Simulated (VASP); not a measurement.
# Y (Fm-3m) in VASP: further runs

Aim: see how the results for Y move with the level of theory and the settings. Levels: LDA, PBEsol, b88 exchange, pbe correlation, BHLYP. Tasks: single point.

Program: VASP 6.6.1. These are calculated values, not measurements. Logs are shortened: lines on timing, memory, paths and dates and some standing lists are left out, and cuts for length are marked.

### 1 The cell of the first run

Symmetry: Fm-3m, No. 225, cubic system. The conventional cell has a = 5.104 Å, b = 5.104 Å, c = 5.104 Å, α = 90.00°, β = 90.00°, γ = 90.00°. Y (site symmetry m-3m) has 12 Y at 3.61 Å within 4.7 Å.

This isn't the form of Y at room conditions, which is hcp.

### 2 Single point, LDA, collinear spin

File INCAR:

```
SYSTEM = Y
PREC = Accurate ; ENCUT = 520
EDIFF = 1E-7 ; ISMEAR = 0
SIGMA = 0.05 ; LREAL = .False.
LASPH = .True. ; NELM = 150
ALGO = Normal ; ISIF = 2
LWAVE = .False. ; LCHARG = .True.
ISPIN = 2 ; MAGMOM = 0.5
LORBIT = 11 ; LMAXMIX = 4
LELF = .True. ; LVHAR = .True.
NBANDS = 16
```

File KPOINTS:

```
regular mesh
0
Gamma
  9 9 9
  0 0 0
```

File POSCAR:

```
Y
1.0
    0.0000000000      2.5519910612      2.5519910612
    2.5519910612      0.0000000000      2.5519910612
    2.5519910612      2.5519910612      0.0000000000
Y
1
Direct
    0.0000000000      0.0000000000      0.0000000000
```

Potentials or basis: VASP PAW LDA potentials, release 64 (Y_sv).

The run is started by

```bash
cat potpaw_LDA.64/Y_sv/POTCAR > POTCAR
mpirun -np 1 vasp_std > vasp.out
```

OUTCAR:

```text
SYSTEM = Y
   PREC = Accurate
   ENCUT = 520
   EDIFF = 1E-7
   ISMEAR = 0
   LREAL = .False.
   LASPH = .True.
   NELM = 150
   ISIF = 2
   ISPIN = 2
   LORBIT = 11

 ion  position               nearest neighbor table
   1  0.000  0.000  0.000-

  LATTYP: Found a face centered cubic cell.
 ALAT       =     5.1039821224

  Lattice vectors:

 A1 = (   0.0000000000,   2.5519910612,   2.5519910612)
 A2 = (   2.5519910612,   0.0000000000,   2.5519910612)
 A3 = (   2.5519910612,   2.5519910612,   0.0000000000)

Analysis of symmetry for initial positions (statically):
=====================================================================
 Subroutine PRICEL returns:
 Original cell was already a primitive cell.

 Routine SETGRP: Setting up the symmetry group for a
 face centered cubic supercell.

 Subroutine GETGRP returns: Found 48 space group operations
 (whereof 48 operations were pure point group operations)
 out of a pool of 48 trial point group operations.

The static configuration has the point symmetry O_h .

Analysis of symmetry for dynamics (positions and initial velocities):
=====================================================================
 Subroutine PRICEL returns:
 Original cell was already a primitive cell.

 Routine SETGRP: Setting up the symmetry group for a
 face centered cubic supercell.

 Subroutine GETGRP returns: Found 48 space group operations
 (whereof 48 operations were pure point group operations)
 out of a pool of 48 trial point group operations.

The dynamic configuration has the point symmetry O_h .

Analysis of structural, dynamic, and magnetic symmetry:
=====================================================================
 Subroutine PRICEL returns:
 Original cell was already a primitive cell.

 Routine SETGRP: Setting up the symmetry group for a
 face centered cubic supercell.

 Subroutine GETGRP returns: Found 48 space group operations
 (whereof 48 operations were pure point group operations)
 out of a pool of 48 trial point group operations.

The overall configuration has the point symmetry O_h .

 Subroutine INISYM returns: Found 48 space group operations
 (whereof 48 operations are pure point group operations),
 and found     1 'primitive' translations

----------------------------------------------------------------------------------------

                                     Primitive cell

  volume of cell :      33.2405

  direct lattice vectors                    reciprocal lattice vectors
     0.000000000  2.551991061  2.551991061    -0.195925451  0.195925451  0.195925451
     2.551991061  0.000000000  2.551991061     0.195925451 -0.195925451  0.195925451
     2.551991061  2.551991061  0.000000000     0.195925451  0.195925451 -0.195925451

  length of vectors
     3.609060370  3.609060370  3.609060370     0.339352836  0.339352836  0.339352836

  position of ions in fractional coordinates (direct lattice)
     0.000000000  0.000000000  0.000000000

  ion indices of the primitive-cell ions
   primitive index   ion index
                 1           1

----------------------------------------------------------------------------------------

 KPOINTS: regular mesh

Automatic generation of k-mesh.
 Grid dimensions read from file:
 generate k-points for:    9    9    9

 Generating k-lattice:

  Cartesian coordinates                     Fractional coordinates (reciprocal lattice)
    -0.021769495  0.021769495  0.021769495     0.111111111  0.000000000  0.000000000
     0.021769495 -0.021769495  0.021769495     0.000000000  0.111111111  0.000000000
     0.021769495  0.021769495 -0.021769495     0.000000000  0.000000000  0.111111111

  Length of vectors
     0.037705871  0.037705871  0.037705871

  Shift w.r.t. Gamma in fractional coordinates (k-lattice)
     0.000000000  0.000000000  0.000000000

 Subroutine IBZKPT returns following result:
 ===========================================

 Found     35 irreducible k-points:

 Following reciprocal coordinates:
            Coordinates               Weight
  0.000000  0.000000  0.000000      1.000000
  0.111111  0.000000  0.000000      8.000000
  0.222222  0.000000  0.000000      8.000000
  0.333333  0.000000  0.000000      8.000000
  0.444444  0.000000  0.000000      8.000000
  0.111111  0.111111  0.000000      6.000000
[... 16 lines left out ...]
 -0.333333  0.333333  0.000000     12.000000
  0.444444  0.444444  0.000000      6.000000
 [... further k-points ...]
   k-points           NKPTS =     35   k-points in BZ     NKDIM =     35   number of bands    NBANDS=     16
   number of dos      NEDOS =    301   number of ions     NIONS =      1
   total plane-waves  NPLWV =  21952
   dimension x,y,z NGX =    28 NGY =   28 NGZ =   28
   dimension x,y,z NGXF=    56 NGYF=   56 NGZF=   56
   ions per type =               1
   NGX,Y,Z   is equivalent  to a cutoff of  12.90, 12.90, 12.90 a.u.
   NGXF,Y,Z  is equivalent  to a cutoff of  25.80, 25.80, 25.80 a.u.
 SYSTEM =  Y
[... 18 lines left out ...]
   TEBEG  =    0.0;   TEEND  =   0.0 temperature during run
   PSTRESS=    0.0 pullay stress
   NELECT =      11.0000    total number of electrons
   NUPDOWN=      -1.0000    fix difference up-down
   EMIN   =  10.00;   EMAX   =-10.00  energy-range for DOS
   EFERMI =   0.00;   METHOD = LEGACY
   ISMEAR =     0;   SIGMA  =   0.05  broadening in eV -4-tet -1-fermi 0-gaus
   EFERMI_NEDOS =   21; number of points for ismear=-14 and -15
   IALGO  =     38    algorithm
   IMIX   =      4    mixing-type and parameters
     AMIX     =   0.40;   BMIX     =  1.00
     AMIX_MAG =   1.60;   BMIX_MAG =  1.00
  volume/ion in A,a.u.               =      33.24       224.32
  Fermi-wavevector in a.u.,A,eV,Ry     =   1.132357  2.139844 17.445821  1.282232
  Thomas-Fermi vector in A             =   2.269058
   LORBIT       =     11    0 simple, 1 ext, 2 COOP (PROOUT), +10 PAW based schemes
   GGA     = CA    functional components
   LHFCALC =     F    Hartree Fock is set to
   AEXX    =    0.0000 exact exchange contribution
   IVDW    =     0    specifies the selected vdW correction
   LEPSILON=     F    determine dielectric tensor
   LRPA    =     F    only Hartree local field effects (RPA)
 spin polarized calculation
 Gauss-broadening in eV      SIGMA  =   0.05
  energy-cutoff  :      520.00
  volume of cell :       33.24
 maximum number of plane-waves:       914
   NGX = 13   NGY = 13   NGZ = 13

 number of electron      11.0000001 magnetization      -0.0000867

 number of electron      11.0000001 magnetization       0.0000577

 Free energy of the ion-electron system (eV)
  ---------------------------------------------------
  ext. energy  EPLUGINS =         0.00000000
  ---------------------------------------------------
  free energy    TOTEN  =        -6.87769731 eV

  energy without entropy =       -6.87455375  energy(sigma->0) =       -6.87612553

 E-fermi :   2.8545     XC(G=0):  -9.5927

 val. band max:        2.8352582718   @ k =  -0.4444   0.2222   0.1111
 cond. band min:       2.8612958319   @ k =  -0.3333   0.4444   0.2222
 fundamental gap:      0.0260375601
 Fermi energy:         2.8544943844

 spin component 1

 k-point     1 :       0.0000    0.0000    0.0000
  band No.  band energies     occupation
      1     -39.6854      1.00000
      2     -19.5165      1.00000
      3     -19.5165      1.00000
      4     -19.5165      1.00000
      5      -1.8886      1.00000
      6       4.5208      0.00000
[... 8 lines left out ...]
     15      17.8271      0.00000
     16      23.8959      0.00000
[... 419 lines left out ...]
 k-point    24 :       0.4444    0.4444    0.0000
  band No.  band energies     occupation
      1     -39.6068      1.00000
      2     -20.0074      1.00000
      3     -19.7037      1.00000
      4     -19.7037      1.00000
      5       1.1052      1.00000
      6       2.0116      1.00000
[... 8 lines left out ...]
     15      19.1325      0.00000
     16      20.6055      0.00000

 [... further k-points ...]

 spin component 2

 k-point     1 :       0.0000    0.0000    0.0000
  band No.  band energies     occupation
      1     -39.6853      1.00000
      2     -19.5165      1.00000
      3     -19.5165      1.00000
      4     -19.5165      1.00000
      5      -1.8885      1.00000
      6       4.5209      0.00000
[... 8 lines left out ...]
     15      17.8272      0.00000
     16      23.8959      0.00000
[... 419 lines left out ...]
 k-point    24 :       0.4444    0.4444    0.0000
  band No.  band energies     occupation
      1     -39.6067      1.00000
      2     -20.0073      1.00000
      3     -19.7037      1.00000
      4     -19.7037      1.00000
      5       1.1053      1.00000
      6       2.0116      1.00000
[... 8 lines left out ...]
     15      19.1324      0.00000
     16      20.6055      0.00000

 [... further k-points ...]

------------------------ aborting loop because EDIFF is reached ----------------------------------------

  FORCE on cell =-STRESS in cart. coord.  units (eV):
  Direction    XX          YY          ZZ          XY          YZ          ZX
  --------------------------------------------------------------------------------------
  -------------------------------------------------------------------------------------
  Total       -0.9458868     -0.9458868     -0.9458868      0.0000000      0.0000000     -0.0000000
  in kB      -45.5913330    -45.5913330    -45.5913330      0.0000000      0.0000000     -0.0000000
  external PRESSURE =     -45.5913330 kB  Pullay stress =       0.0000000 kB

 VOLUME and BASIS-vectors are now :
 -----------------------------------------------------------------------------
  energy-cutoff  :      520.00
  volume of cell :       33.24
      direct lattice vectors                 reciprocal lattice vectors
     0.000000000  2.551991061  2.551991061    -0.195925451  0.195925451  0.195925451
     2.551991061  0.000000000  2.551991061     0.195925451 -0.195925451  0.195925451
     2.551991061  2.551991061  0.000000000     0.195925451  0.195925451 -0.195925451

 POSITION                                       TOTAL-FORCE (eV/Angst)
 -----------------------------------------------------------------------------------
      0.00000      0.00000      0.00000         0.000000      0.000000      0.000000
 -----------------------------------------------------------------------------------
    total drift:                               -0.000000     -0.000000     -0.000000

  FREE ENERGIE OF THE ION-ELECTRON SYSTEM (eV)
  ---------------------------------------------------
  free  energy   TOTEN  =        -6.8776973109 eV

  energy  without entropy=       -6.8745537479  energy(sigma->0) =       -6.87612553

 total charge

# of ion       s       p       d       f       tot
--------------------------------------------------
    1        2.286   6.203   0.947   0.006   9.443

 magnetization (x)

# of ion       s       p       d       f       tot
--------------------------------------------------
    1        0.000  -0.000   0.000   0.000   0.000
```

Run time: 26 s. Hardware: 1 thread of Intel Xeon Platinum 8488C (Sapphire Rapids), shared host; peak memory 0.18 GiB.

Results:

| Item | Value |
| --- | --- |
| Free energy | -6.8777 eV |
| Pressure | -4.6 GPa |
| Net moment | 0.00 μB per cell |
| Valence electrons inside the program's atomic spheres | Y 9.44 |

Levels at points of the mesh, in eV from the Fermi level:
Spin up:
```
           k point  band 3  band 4  band 5  band 6  band 7  band 8
(0.00, 0.00, 0.00)  -22.37  -22.37   -4.74    1.67    1.67    1.67
```
Spin down:
| k point | band 3 | band 4 | band 5 | band 6 | band 7 | band 8 |
| --- | --- | --- | --- | --- | --- | --- |
| (0.00, 0.00, 0.00) | -22.37 | -22.37 | -4.74 | 1.67 | 1.67 | 1.67 |

Caveat: the cell stands under tension.

### 3 Single point, PBEsol, non-collinear spin, typed start, spin-orbit coupling (31.91 Å³/atom)

This run uses another cell than the first one, of 31.91 Å³/atom.

File INCAR:

```
ALGO = Normal
EDIFF = 1E-7
ENCUT = 520
GGA = PS
GGA_COMPAT = F
ISIF = 2
ISMEAR = 0
LASPH = T
LCHARG = F
LMAXMIX = 4
LORBIT = 11
LORBMOM = T
LREAL = F
LSORBIT = T
LWAVE = F
MAGMOM = 0.354 0.354 0
NBANDS = 22
NELM = 150
PREC = Accurate
SIGMA = 0.1
```

File KPOINTS:

```
k-points
0
Gamma
  9 9 9
```

File POSCAR:

```
Y
1.0
    0.0000000000      2.5175004675      2.5175004675
    2.5175004675      0.0000000000      2.5175004675
    2.5175004675      2.5175004675      0.0000000000
Y
1
Direct
    0.0000000000      0.0000000000      0.0000000000
```

Potentials or basis: VASP PAW PBE potentials, release 64 (Y_sv).

The run is started by

```bash
cat potpaw_PBE.64/Y_sv/POTCAR > POTCAR
mpirun -np 1 vasp_ncl > vasp.out
```

Run time: 4.3 min. Hardware: 1 thread of Intel Xeon Platinum 8488C (Sapphire Rapids), shared host; peak memory 0.41 GiB.

It converged, with:

```yaml
Free_energy: -6.8491 eV
Pressure: -1.4 GPa
Net_moment: 0.00 μB per cell
Valence_electrons_inside_the_program's_atomic_spheres: Y 9.48
```

Moments on the atoms (μB; x, y, z):
```
Y   0.00 0.00 0.00
```

Caveat: the PAW data sets were made with another functional, which shifts forces and pressure a little.

### 4 Single point, b88 exchange, pbe correlation

File INCAR:

```
PREC = Accurate
ENCUT = 500
EDIFF = 1E-6
ISMEAR = -5
SIGMA = 0.05
LREAL = F
LASPH = T
NELM = 120
ALGO = Normal
ISIF = 2
LWAVE = F
LCHARG = F
GGA = LIBXC
LIBXC1 = GGA_X_B88
LIBXC2 = GGA_C_PBE
NBANDS = 12
GGA_COMPAT = F
```

File KPOINTS:

```
Automatic mesh
0
Gamma
  9 9 9
```

File POSCAR:

```
Y
1.0
    0.0000000000      2.5519910600      2.5519910600
    2.5519910600      0.0000000000      2.5519910600
    2.5519910600      2.5519910600      0.0000000000
Y
1
Direct
    0.0000000000      0.0000000000      0.0000000000
```

The run is started by

```bash
cat potpaw_PBE.64/Y_sv/POTCAR > POTCAR
mpirun -np 1 vasp_std > vasp.out
```

Run time: 16 s. Hardware: 1 thread of Intel Xeon Platinum 8259CL at 2.50GHz (Skylake/Cascade Lake), shared host; peak memory 0.17 GiB.

It converged, with:

| Quantity | Value |
| --- | --- |
| Free energy | -6.3097 eV |
| Pressure | -1.2 GPa |
| Band gap on the k mesh | zero (an odd number of electrons rules out a gap without spin polarisation) |

Levels at points of the mesh, in eV from the Fermi level:
```
           k point  band 1  band 2  band 3  band 4  band 5  band 6  band 7  band 8  band 9  band 10
(0.00, 0.00, 0.00)  -42.77  -22.48  -22.48  -22.48   -4.71    1.75    1.75    1.75    3.69     3.69
```

Caveat: the PAW data sets were made with another functional, which shifts forces and pressure a little; tetrahedron occupations give inexact forces and stress in metals.

### 5 Single point, LDA, collinear spin, zero start

File INCAR:

```
SYSTEM = Y
  ALGO = Normal
  EDIFF = 1E-6
  ENCUT = 500
  GGA_COMPAT = .FALSE.
  ISIF = 2
  ISMEAR = -1
  ISPIN = 2
  LASPH = .TRUE.
  LCHARG = .FALSE.
  LMAXMIX = 4
  LORBIT = 11
  LREAL = .FALSE.
  LWAVE = .FALSE.
  MAGMOM = 0
  NBANDS = 16
  NELM = 200
  PREC = Accurate
  SIGMA = 0.1
```

File KPOINTS:

```
k-points
0
G
  9 9 9
  0 0 0
```

POSCAR is that of step 4.

Potentials or basis: VASP PAW LDA potentials, release 64 (Y_sv).

The run is started by

```bash
cat potpaw_LDA.64/Y_sv/POTCAR > POTCAR
mpirun -np 1 vasp_std > vasp.out
```

It took 31 s on 1 thread of Intel Xeon Platinum 8259CL at 2.50GHz (Skylake/Cascade Lake), shared host; peak memory 0.18 GiB.

Results (log left out):

- Free energy: -6.9052 eV
- Pressure: -4.5 GPa
- Net moment: 0.00 μB per cell
- Valence electrons inside the program's atomic spheres: Y 9.44

Levels at points of the mesh, in eV from the Fermi level:
Spin up:
```csv
k point,band 1,band 2,band 3,band 4,band 5,band 6,band 7,band 8,band 9,band 10
"(0.00, 0.00, 0.00)",-42.52,-22.35,-22.35,-22.35,-4.72,1.69,1.69,1.69,3.63,3.63
```
Spin down:
```tsv
k point	band 2	band 3	band 4	band 5	band 6	band 7	band 8	band 9
(0.00, 0.00, 0.00)	-22.35	-22.35	-22.35	-4.72	1.69	1.69	1.69	3.63
```

Caveat: the cell stands under tension.

### 6 Single point, BHLYP (41.55 Å³/atom)

This run uses another cell than the first one, of 41.55 Å³/atom.

File POSCAR:

```
Y
1.0
    0.0000000000      2.7490490350      2.7490490350
    2.7490490350      0.0000000000      2.7490490350
    2.7490490350      2.7490490350      0.0000000000
Y
1
Direct
    0.0000000000      0.0000000000      0.0000000000
```

File INCAR.step1:

```
SYSTEM = Y
ALGO     = Normal         ! electronic algorithm
EDIFF    = 1E-5           ! SCF threshold, eV
ENCUT    = 400            ! plane-wave cutoff, eV
GGA      = PE             ! functional
GGA_COMPAT= .FALSE.      
ISIF     = 2              ! what is computed and relaxed
ISMEAR   = -1             ! smearing method
LASPH    = .TRUE.         ! aspherical terms in the spheres
LCHARG   = .FALSE.        ! write CHGCAR
LREAL    = .FALSE.        ! projectors in reciprocal space
LWAVE    = .TRUE.         ! write WAVECAR
NBANDS   = 12             ! bands
NELM     = 120            ! most SCF steps
PREC     = Accurate       ! precision mode
SIGMA    = 0.05           ! smearing width, eV
```

File INCAR.step2:

```
SYSTEM = Y
AEXX     = 0.5            ! exact-exchange fraction
AGGAC    = 1.0          
AGGAX    = 0.5          
ALDAC    = 0.0          
ALDAX    = 0.5          
ALGO     = Normal         ! electronic algorithm
EDIFF    = 1E-6           ! SCF threshold, eV
ENCUT    = 400            ! plane-wave cutoff, eV
GGA      = B5             ! functional
GGA_COMPAT= .FALSE.      
ISIF     = 2              ! what is computed and relaxed
ISMEAR   = -1             ! smearing method
ISTART   = 1            
LASPH    = .TRUE.         ! aspherical terms in the spheres
LCHARG   = .FALSE.        ! write CHGCAR
LHFCALC  = .TRUE.         ! exact exchange
LREAL    = .FALSE.        ! projectors in reciprocal space
LWAVE    = .FALSE.        ! write WAVECAR
NBANDS   = 12             ! bands
NELM     = 120            ! most SCF steps
PREC     = Accurate       ! precision mode
PRECFOCK = Normal       
SIGMA    = 0.05           ! smearing width, eV
```

File KPOINTS:

```
k-points
0
G
  5 5 5
  0 0 0
```

Potentials or basis: VASP PAW PBE potentials, release 64 (Y_sv).

The run is started by

```bash
cat potpaw_PBE.64/Y_sv/POTCAR > POTCAR
cp INCAR.step1 INCAR
mpirun -np 1 vasp_std > vasp.out
cp INCAR.step2 INCAR
mpirun -np 1 vasp_std > vasp.out
```

Run time: 7.3 min. Hardware: 1 thread of Intel Xeon Platinum 8259CL at 2.50GHz (Skylake/Cascade Lake), shared host; peak memory 0.18 GiB.

Results (log left out):

* Free energy: -8.6018 eV
* Pressure: -4.8 GPa
* Band gap on the k mesh: zero (an odd number of electrons rules out a gap without spin polarisation)

Levels at points of the mesh, in eV from the Fermi level:
| k point | band 2 | band 3 | band 4 | band 5 | band 6 | band 7 | band 8 | band 9 |
| --- | --- | --- | --- | --- | --- | --- | --- | --- |
| (0.00, 0.00, 0.00) | -27.90 | -27.90 | -27.90 | -6.75 | 3.53 | 3.53 | 3.53 | 5.30 |

Caveat: the k points lie up to 0.40 Å⁻¹ apart, too coarse for converged energies and pressures of a metal; the PAW data sets were made with another functional, which shifts forces and pressure a little.

### 7 The runs side by side

```csv
level,potentials or basis,spin,cell,k mesh,cutoff (eV),smearing,grid for exact exchange (PRECFOCK),share of exact exchange,gap on the mesh (eV),pressure (GPa),moment (μB)
LDA,"VASP PAW LDA potentials, release 64 (Y_sv)",collinear,"a = 3.609 Å, angles 60.0°, 1 atom",9 × 9 × 9,520,gaussian 0.05 eV,-,-,none,-4.6,0.00
PBEsol,"VASP PAW PBE potentials, release 64 (Y_sv)","non-collinear, typed start, SOC","a = 3.560 Å, angles 60.0°, 1 atom",9 × 9 × 9,520,gaussian 0.1 eV,-,-,-,-1.4,0.00
"b88 exchange, pbe correlation","VASP PAW PBE potentials, release 64 (Y_sv)",off,"a = 3.609 Å, angles 60.0°, 1 atom",9 × 9 × 9,500,tetrahedron,-,-,none,-1.2,-
LDA,"VASP PAW LDA potentials, release 64 (Y_sv)","collinear, zero start","a = 3.609 Å, angles 60.0°, 1 atom",9 × 9 × 9,500,fermi-dirac 0.1 eV,-,-,none,-4.5,0.00
BHLYP,"VASP PAW PBE potentials, release 64 (Y_sv)",off,"a = 3.888 Å, angles 60.0°, 1 atom",5 × 5 × 5,400,fermi-dirac 0.05 eV,Normal,0.5,none,-4.8,-
```

Alike in all rows: task single point.

Caveats: some runs use coarse meshes; the PAW data sets were made with another functional, which shifts forces and pressure a little (at least some runs); the cell stands under tension (at least some runs); tetrahedron occupations give inexact forces and stress in metals (at least some runs).

Absolute energies hang on the potentials; compare differences alone.
